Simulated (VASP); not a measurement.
A run of VASP 6.6.1:

The input INCAR:

```
  ALGO = Fast
  EDIFF = 1E-7
  ENCUT = 520
  GGA = PE
  ISIF = 2
  ISMEAR = 0
  ISPIN = 2
  LASPH = T
  LCHARG = T
  LELF = T
  LMAXMIX = 4
  LORBIT = 11
  LREAL = F
  LVHAR = T
  LWAVE = F
  MAGMOM = 0 0 0 1 1
  NBANDS = 23
  NELM = 150
  PREC = Accurate
  SIGMA = 0.1
```

File KPOINTS:

```
k-points
0
Gamma
  6 6 2
```

File POSCAR:

```
MgH2Ir2
1.0
    2.8148542785      0.0000000000      0.0000000000
   -1.4074271393      2.4377353132      0.0000000000
    0.0000000000      0.0000000000      7.9897948285
Mg H Ir
1 2 2
Direct
    0.0000000000      0.0000000000      0.5000000000
    0.3333333333      0.6666666667      0.0000000000
    0.6666666667      0.3333333333      0.0000000000
    0.0000000000      0.0000000000      0.8192340171
    0.0000000000      0.0000000000      0.1807659829
```

Potentials or basis: VASP PAW PBE potentials, release 64 (Mg, H, Ir).

Launch:

```bash
$ cat potpaw_PBE.64/Mg/POTCAR potpaw_PBE.64/H/POTCAR potpaw_PBE.64/Ir/POTCAR > POTCAR
$ mpirun -np 1 vasp_std > vasp.out
```

Hardware: 1 thread of Oxide Virtual Turin-like Processor (shared host).

**Question.** How long does it take, and how much memory?

**Answer.** Run time: 60 s on 1 thread of Oxide Virtual Turin-like Processor, on a shared host, peak memory 0.19 GiB. Counts: scf iterations 16, k points 14.
